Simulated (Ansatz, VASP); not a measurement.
C: VASP beside Ansatz

POSCAR

```
C
1.0
    1.2894276638      0.7444514088      3.2633355684
   -1.2894276638      0.7444514088      3.2633355684
    0.0000000000     -1.4889028176      3.2633355684
C
2
Direct
    0.1640000000      0.1640000000      0.1640000000
    0.8360000000      0.8360000000      0.8360000000
```

INCAR.step1

```
SYSTEM = C
ALGO     = Normal         ! electronic algorithm
EDIFF    = 1E-4           ! SCF threshold, eV
ENCUT    = 520            ! plane-wave cutoff, eV
GGA      = PE             ! functional
ISMEAR   = 0              ! smearing method
LASPH    = .TRUE.         ! aspherical terms in the spheres
LCHARG   = .FALSE.        ! write CHGCAR
LREAL    = .FALSE.        ! projectors in reciprocal space
LWAVE    = .TRUE.         ! write WAVECAR
NBANDS   = 11             ! bands
NELM     = 60             ! most SCF steps
PREC     = Accurate       ! precision mode
SIGMA    = 0.05           ! smearing width, eV
```

Contents of INCAR.step2:

```
SYSTEM = C
ALGO     = Normal         ! electronic algorithm
EDIFF    = 1E-7           ! SCF threshold, eV
ENCUT    = 520            ! plane-wave cutoff, eV
ISIF     = 2              ! what is computed and relaxed
ISMEAR   = 0              ! smearing method
ISTART   = 1            
LASPH    = .TRUE.         ! aspherical terms in the spheres
LCHARG   = .FALSE.        ! write CHGCAR
LMIXTAU  = .TRUE.       
LREAL    = .FALSE.        ! projectors in reciprocal space
LWAVE    = .FALSE.        ! write WAVECAR
METAGGA  = R2SCAN         ! meta-GGA
NBANDS   = 11             ! bands
NELM     = 60             ! most SCF steps
PREC     = Accurate       ! precision mode
SIGMA    = 0.05           ! smearing width, eV
```

Contents of KPOINTS:

```
k-points
0
G
  12 12 12
  0 0 0
```

Input for Ansatz:

```yaml
crystal:
  lattice:
    - [1.2894276638, 0.7444514088, 3.2633355684]
    - [-1.2894276638, 0.7444514088, 3.2633355684]
    - [0.0, -1.4889028176, 3.2633355684]
  atoms:
    - { symbol: C, position: [0.164, 0.164, 0.164] }
    - { symbol: C, position: [0.836, 0.836, 0.836] }
basis:
  ecutwfc: 500
kpoints:
  mp_grid: { grid: [12, 12, 12] }
hamiltonian:
  xc: r2scan
scf:
  occupations: { method: gaussian, width: 0.05 }
output:
  forces: true
  stress: true
  eigenvalues: true
  write_density: true
  write_potential: true
  elf: true
  volumetric_format: npy
```

Change from the starting cell: strain +0.050 along x and y, -0.025 along z, atoms carried along.

Alike in both runs: task single point; functional r2SCAN; k mesh 12 × 12 × 12; occupations gaussian, width 0.05 eV; no spin polarisation.

|  | VASP | Ansatz |
| --- | --- | --- |
| version | VASP 6.6.1 | Ansatz 0.2.0 |
| potentials or method | VASP PAW PBE potentials, release 64 (C), cutoff 520 eV | scalar-relativistic, plane waves, PAW |
| valence electrons in the cell | 8 | 8 |

```csv
,VASP,Ansatz,Ansatz less VASP
gap on the k mesh at the Fermi level (eV),0.95,0.95,+0.001
least direct gap on the mesh (eV),0.95,0.95,+0.001
pressure (GPa),-33.4,-34.0,-0.55
"traceless stress, the component that is largest in VASP (GPa)",35.78,36.40,+0.627
rms of the force components (eV/Å),0.478,0.483,+0.0046
```

VASP's potentials were made for PBE, not for r2SCAN. Atom by atom the forces differ by 0.005 eV/Å (rms over components). Both programs put the cell under strong tension, so it lies far from rest at this level.

Noted on VASP's run: the cell as given lies far from equilibrium.
